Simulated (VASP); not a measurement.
# Al6Ru (Cmcm) in VASP: relaxation of cell and atoms with PBEsol

Aim: the relaxation of cell and atoms of Al6Ru with PBEsol.

Everything below comes from runs of VASP 6.6.1. Logs are shortened: lines on timing, memory, paths and dates and some standing lists are left out, and cuts for length are marked.

### 1 The cell of the first run

It takes space group Cmcm (No. 63, orthorhombic). Conventional cell: a = 7.460 Å, b = 6.520 Å, c = 8.913 Å, α = 90.00°, β = 90.00°, γ = 90.00°. Al (site symmetry 2) has 2 Ru at 2.62 Å and 11 Al at 2.70 to 3.42 Å within 3.5 Å. Within 3.5 Å of Al (site symmetry m) lie 1 Ru at 2.50 Å and 12 Al at 2.56 to 3.41 Å. Al (site symmetry m) has 2 Ru at 2.56 to 2.62 Å and 13 Al at 2.70 to 3.42 Å within 3.5 Å. Ru (site symmetry m2m) has 10 Al at 2.50 to 2.62 Å within 3.3 Å.

### 2 Relaxation of cell and atoms, PBEsol

INCAR

```
ALGO = Fast
EDIFF = 1E-6
EDIFFG = -0.005
ENCUT = 600
GGA = PS
IBRION = 2
ISIF = 3
ISMEAR = 0
LASPH = T
LCHARG = F
LREAL = F
LWAVE = F
NELM = 60
NSW = 100
PREC = Accurate
SIGMA = 0.1
```

KPOINTS

```
k-points
0
Gamma
  8 8 4
```

POSCAR

```
Al6Ru
1.0
    3.7297716873     -3.2601280980      0.0000000000
    3.7297716873      3.2601280980      0.0000000000
    0.0000000000      0.0000000000      8.9130046800
Al Ru
12 2
Direct
    0.3190148800      0.3190148800      0.0000000000
    0.6809851200      0.6809851200      0.5000000000
    0.6809851200      0.6809851200      0.0000000000
    0.3190148800      0.3190148800      0.5000000000
    0.8571994000      0.1428006000      0.0984101400
    0.1428006000      0.8571994000      0.5984101400
    0.8571994000      0.1428006000      0.4015898600
    0.1428006000      0.8571994000      0.9015898600
    0.0210455800      0.6172270000      0.2500000000
    0.9789544200      0.3827730000      0.7500000000
    0.3827730000      0.9789544200      0.2500000000
    0.6172270000      0.0210455800      0.7500000000
    0.5350265800      0.4649734200      0.2500000000
    0.4649734200      0.5350265800      0.7500000000
```

Potentials or basis: VASP PAW PBE potentials, release 64 (Al, Ru_pv).

Command:

```bash
cat potpaw_PBE.64/Al/POTCAR potpaw_PBE.64/Ru_pv/POTCAR > POTCAR
mpirun -np 1 vasp_std > vasp.out
```

OUTCAR:

```text
EDIFF = 1E-6
   EDIFFG = -0.005
   ENCUT = 600
   GGA = PS
   IBRION = 2
   ISIF = 3
   ISMEAR = 0
   LASPH = T
   LREAL = F
   NELM = 60
   NSW = 100
   PREC = Accurate

 ion  position               nearest neighbor table
   1  0.319  0.319  0.000-  13 2.62  14 2.62   3 2.70   5 2.70   8 2.70  10 2.79  11 2.79   8 2.83
                             5 2.83   9 2.96  12 2.96
   2  0.681  0.681  0.500-  13 2.62  14 2.62   4 2.70   6 2.70   7 2.70   9 2.79  12 2.79   7 2.83
                             6 2.83  11 2.96  10 2.96
   3  0.681  0.681  0.000-  13 2.62  14 2.62   1 2.70   5 2.70   8 2.70   9 2.79  12 2.79   5 2.83
                             8 2.83  11 2.96  10 2.96
   4  0.319  0.319  0.500-  13 2.62  14 2.62   2 2.70   6 2.70   7 2.70  10 2.79  11 2.79   6 2.83
                             7 2.83   9 2.96  12 2.96
   5  0.857  0.143  0.098-  13 2.50   8 2.56   1 2.70   3 2.70   7 2.70   3 2.83   1 2.83   9 2.92
                            11 2.92   9 2.95  11 2.95
   6  0.143  0.857  0.598-  14 2.50   7 2.56   2 2.70   4 2.70   8 2.70   2 2.83   4 2.83  10 2.92
                            12 2.92  10 2.95  12 2.95
   7  0.857  0.143  0.402-  13 2.50   6 2.56   2 2.70   4 2.70   5 2.70   2 2.83   4 2.83   9 2.92
                            11 2.92   9 2.95  11 2.95
   8  0.143  0.857  0.902-  14 2.50   5 2.56   1 2.70   3 2.70   6 2.70   3 2.83   1 2.83  10 2.92
                            12 2.92  10 2.95  12 2.95
   9  0.021  0.617  0.250-  13 2.56  13 2.62  11 2.70   2 2.79   3 2.79   5 2.92   7 2.92   5 2.95
                             7 2.95   1 2.96   4 2.96
  10  0.979  0.383  0.750-  14 2.56  14 2.62  12 2.70   4 2.79   1 2.79   8 2.92   6 2.92   8 2.95
                             6 2.95   2 2.96   3 2.96
  11  0.383  0.979  0.250-  13 2.56  13 2.62   9 2.70   4 2.79   1 2.79   7 2.92   5 2.92   5 2.95
                             7 2.95   2 2.96   3 2.96
  12  0.617  0.021  0.750-  14 2.56  14 2.62  10 2.70   2 2.79   3 2.79   6 2.92   8 2.92   8 2.95
                             6 2.95   1 2.96   4 2.96
  13  0.535  0.465  0.250-   5 2.50   7 2.50  11 2.56   9 2.56   4 2.62   1 2.62   2 2.62   3 2.62
                            11 2.62   9 2.62
  14  0.465  0.535  0.750-   6 2.50   8 2.50  10 2.56  12 2.56   4 2.62   1 2.62   2 2.62   3 2.62
                            12 2.62  10 2.62

  LATTYP: Found a base centered orthorhombic cell.
 ALAT       =     6.5202561960
 B/A-ratio  =     1.1440567902
 C/A-ratio  =     1.3669715441

  Lattice vectors:

 A1 = (  -3.7297716873,  -3.2601280980,   0.0000000000)
 A2 = (   3.7297716873,  -3.2601280980,   0.0000000000)
 A3 = (   0.0000000000,   0.0000000000,   8.9130046800)

Analysis of symmetry for initial positions (statically):
=====================================================================
 Subroutine PRICEL returns:
 Original cell was already a primitive cell.

 Routine SETGRP: Setting up the symmetry group for a
 base centered orthorhombic supercell.

 Subroutine GETGRP returns: Found  8 space group operations
 (whereof  4 operations were pure point group operations)
 out of a pool of  8 trial point group operations.

The static configuration has the point symmetry C_2h.
 The point group associated with its full space group is D_2h.

Analysis of symmetry for dynamics (positions and initial velocities):
=====================================================================
 Subroutine PRICEL returns:
 Original cell was already a primitive cell.

 Routine SETGRP: Setting up the symmetry group for a
 base centered orthorhombic supercell.

 Subroutine GETGRP returns: Found  8 space group operations
 (whereof  4 operations were pure point group operations)
 out of a pool of  8 trial point group operations.

The dynamic configuration has the point symmetry C_2h.
 The point group associated with its full space group is D_2h.

 Subroutine INISYM returns: Found  8 space group operations
 (whereof  4 operations are pure point group operations),
 and found     1 'primitive' translations

----------------------------------------------------------------------------------------

                                     Primitive cell

  volume of cell :     216.7560

  direct lattice vectors                    reciprocal lattice vectors
     3.729771687 -3.260128098  0.000000000     0.134056463 -0.153368207  0.000000000
     3.729771687  3.260128098  0.000000000     0.134056463  0.153368207  0.000000000
     0.000000000  0.000000000  8.913004680     0.000000000  0.000000000  0.112195610

  length of vectors
     4.953749293  4.953749293  8.913004680     0.203698164  0.203698164  0.112195610

  position of ions in fractional coordinates (direct lattice)
[... 46 lines left out ...]

  Length of vectors
     0.025462271  0.025462271  0.028048903

  Shift w.r.t. Gamma in fractional coordinates (k-lattice)
     0.000000000  0.000000000  0.000000000

 Subroutine IBZKPT returns following result:
 ===========================================

 Found     63 irreducible k-points:

 Following reciprocal coordinates:
            Coordinates               Weight
  0.000000  0.000000  0.000000      1.000000
  0.125000 -0.000000  0.000000      4.000000
  0.250000 -0.000000  0.000000      4.000000
  0.375000  0.000000  0.000000      4.000000
  0.500000 -0.000000  0.000000      2.000000
  0.125000  0.125000  0.000000      2.000000
[... 16 lines left out ...]
  0.125000 -0.000000  0.250000      8.000000
  0.250000 -0.000000  0.250000      8.000000
 [... further k-points ...]
   k-points           NKPTS =     63   k-points in BZ     NKDIM =     63   number of bands    NBANDS=     40
   number of dos      NEDOS =    301   number of ions     NIONS =     14
   total plane-waves  NPLWV = 115200
   dimension x,y,z NGX =    40 NGY =   40 NGZ =   72
   dimension x,y,z NGXF=    80 NGYF=   80 NGZF=  144
   ions per type =              12   2
   NGX,Y,Z   is equivalent  to a cutoff of  13.42, 13.42, 13.43 a.u.
   NGXF,Y,Z  is equivalent  to a cutoff of  26.85, 26.85, 26.86 a.u.
 SYSTEM =  unknown system
   PREC   = accura    normal or accurate (medium, high low for compatibility)
   ISTART =      0    job   : 0-new  1-cont  2-samecut
   ICHARG =      2    charge: 1-file 2-atom 10-const
   ISPIN  =      1    spin polarized calculation?
   LNONCOLLINEAR =      F non collinear calculations
   LSORBIT =      F    spin-orbit coupling
   LASPH  =      T    aspherical Exc in radial PAW
   ENCUT  =  600.0 eV  44.10 Ry    6.64 a.u.   9.89  9.89 17.80*2*pi/ulx,y,z
   NELM   =     60;   NELMIN=  2; NELMDL= -5     # of ELM steps
   EDIFF  = 0.1E-05   stopping-criterion for ELM
   LREAL  =      F    real-space projection
   EDIFFG = -.5E-02   stopping-criterion for IOM
   NSW    =    100    number of steps for IOM
   IBRION =      2    ionic relax: 0-MD 1-quasi-New 2-CG
   NFREE  =      1    steps in history (QN), initial steepest desc. (CG)
   ISIF   =      3    stress and relaxation
   ISYM   =      2    0-nonsym 1-usesym 2-fastsym
   POTIM  = 0.5000    time-step for ionic-motion
   TEBEG  =    0.0;   TEEND  =   0.0 temperature during run
   PSTRESS=    0.0 pullay stress
   NELECT =      64.0000    total number of electrons
   NUPDOWN=      -1.0000    fix difference up-down
   EMIN   =  10.00;   EMAX   =-10.00  energy-range for DOS
   EFERMI =   0.00;   METHOD = LEGACY
   ISMEAR =     0;   SIGMA  =   0.10  broadening in eV -4-tet -1-fermi 0-gaus
   EFERMI_NEDOS =   21; number of points for ismear=-14 and -15
   IALGO  =     68    algorithm
   IMIX   =      4    mixing-type and parameters
     AMIX     =   0.40;   BMIX     =  1.00
     AMIX_MAG =   1.60;   BMIX_MAG =  1.00
  volume/ion in A,a.u.               =      15.48       104.48
  Fermi-wavevector in a.u.,A,eV,Ry     =   1.090129  2.060045 16.168902  1.188381
  Thomas-Fermi vector in A             =   2.226347
   LORBIT       =      0    0 simple, 1 ext, 2 COOP (PROOUT), +10 PAW based schemes
   GGA     = PS    functional components
   LHFCALC =     F    Hartree Fock is set to
   AEXX    =    0.0000 exact exchange contribution
   IVDW    =     0    specifies the selected vdW correction
   LEPSILON=     F    determine dielectric tensor
   LRPA    =     F    only Hartree local field effects (RPA)
 conjugate gradient relaxation of ions
 non-spin polarized calculation
 RMM-DIIS sequential band-by-band and
 Gauss-broadening in eV      SIGMA  =   0.10
  energy-cutoff  :      600.00
  volume of cell :      216.76
 maximum number of plane-waves:      7268
   NGX = 19   NGY = 19   NGZ = 35

--------------------------------------- Ionic step        1  -------------------------------------------

 number of electron      63.9999995 magnetization

 Free energy of the ion-electron system (eV)
  ---------------------------------------------------
  ext. energy  EPLUGINS =         0.00000000
  ---------------------------------------------------
  free energy    TOTEN  =       -73.85442381 eV

  energy without entropy =      -73.83388802  energy(sigma->0) =      -73.84415592

------------------------ aborting loop because EDIFF is reached ----------------------------------------

  FORCE on cell =-STRESS in cart. coord.  units (eV):
  Direction    XX          YY          ZZ          XY          YZ          ZX
  --------------------------------------------------------------------------------------
  -------------------------------------------------------------------------------------
  Total        0.2521934      0.9587516      1.1099519      0.0000000     -0.0000000      0.0000000
  in kB        1.8641176      7.0867257      8.2043411      0.0000000     -0.0000000      0.0000000
  external PRESSURE =       5.7183948 kB  Pullay stress =       0.0000000 kB
[... 371 lines left out ...]
--------------------------------------- Ionic step        9  -------------------------------------------

 number of electron      63.9999994 magnetization

 Free energy of the ion-electron system (eV)
  ---------------------------------------------------
  ext. energy  EPLUGINS =         0.00000000
  ---------------------------------------------------
  free energy    TOTEN  =       -73.85839925 eV

  energy without entropy =      -73.83825772  energy(sigma->0) =      -73.84832848

 E-fermi :   8.9488     XC(G=0): -10.8385

 val. band max:        8.9450152331   @ k =   0.0000   0.0000   0.2500
 cond. band min:       8.9507493601   @ k =  -0.2500   0.2500   0.0000
 fundamental gap:      0.0057341270
 Fermi energy:         8.9487986309

 k-point     1 :       0.0000    0.0000    0.0000
  band No.  band energies     occupation
      1     -33.7208      2.00000
      2     -33.7208      2.00000
      3     -33.7140      2.00000
      4     -33.7137      2.00000
      5     -33.6957      2.00000
      6     -33.6938      2.00000
[... 1021 lines left out ...]
     39      10.5871      0.00000
     40      10.8412      0.00000

 [... further k-points ...]

------------------------ aborting loop because EDIFF is reached ----------------------------------------

  FORCE on cell =-STRESS in cart. coord.  units (eV):
  Direction    XX          YY          ZZ          XY          YZ          ZX
  --------------------------------------------------------------------------------------
  -------------------------------------------------------------------------------------
  Total        0.0385755      0.0617941      0.0457194      0.0000000     -0.0000000      0.0000000
  in kB        0.2837511      0.4545414      0.3362996      0.0000000     -0.0000000      0.0000000
  external PRESSURE =       0.3581974 kB  Pullay stress =       0.0000000 kB
[... 29 lines left out ...]
  FREE ENERGIE OF THE ION-ELECTRON SYSTEM (eV)
  ---------------------------------------------------
  free  energy   TOTEN  =       -73.8583992519 eV

  energy  without entropy=      -73.8382577165  energy(sigma->0) =      -73.84832848

 reached required accuracy - stopping structural energy minimisation
```

Run time: 1.6 h. Hardware: 1 thread of Oxide Virtual Turin-like, shared host; peak memory 0.67 GiB.

What came out:

```
Free energy                           : -73.8584 eV
Relaxed volume                        : 15.56 Å³/atom
Relaxed cell                          : a = 4.957 Å, b = 4.957 Å, c = 8.941 Å, α = 90.00°, β = 90.00°, γ = 82.49°
Space group after relaxing (to 0.1 Å) : Cmcm (No. 63)
Energy gained by relaxing             : 0.3 meV/atom
Ionic steps                           : 9
Pressure after relaxing               : 0.0 GPa
Largest force after relaxing          : 0.004 eV/Å
Band gap on the k mesh                : zero (bands 32 and 33 overlap by 0.51 eV)
```

Forces in eV/Å, atoms in the order of the input:
```
Al   0.002  0.000  0.000
Al  -0.002  0.000  0.000
Al  -0.002  0.000  0.000
Al   0.002  0.000  0.000
Al   0.000  0.003  0.002
Al   0.000 -0.003  0.002
Al   0.000  0.003 -0.002
Al   0.000 -0.003 -0.002
Al  -0.002  0.002  0.000
Al   0.002 -0.002  0.000
Al   0.002  0.002  0.000
Al  -0.002 -0.002  0.000
Ru   0.000 -0.003  0.000
Ru   0.000  0.003  0.000
```

The path:
```tsv
step	energy change (eV)	largest force (eV/Å)	pressure (GPa)	volume (Å³)
1	0.0000	0.0551	0.57	216.76
2	-0.0029	0.0292	-0.37	218.49
3	-0.0033	0.0360	-0.09	218.05
4	-0.0033	0.0345	-0.18	218.12
5	-0.0033	0.0349	-0.17	218.09
6	-0.0039	0.0113	-0.05	217.94
7	-0.0039	0.0110	-0.02	217.93
8	-0.0040	0.0064	-0.02	217.89
9	-0.0040	0.0037	0.04	217.81
```

Final structure:
```
Al Ru
1.0
     3.72721   -3.26790    0.00000
     3.72721    3.26790    0.00000
     0.00000    0.00000    8.94133
Al Ru
12 2
Cartesian
  2.3824 0.0000 8.9413
  5.0720 0.0000 4.4707
  5.0720 0.0000 0.0000
  2.3824 0.0000 4.4707
  3.7272 -2.3332 0.8799
  3.7272 2.3332 5.3506
  3.7272 -2.3332 3.5908
  3.7272 2.3332 8.0614
  2.3835 1.9491 2.2353
  5.0709 -1.9491 6.7060
  5.0709 1.9491 2.2353
  2.3835 -1.9491 6.7060
  3.7272 -0.2318 2.2353
  3.7272 0.2318 6.7060
```

Caveat: the PAW data sets were made with another functional, which shifts forces and pressure a little.
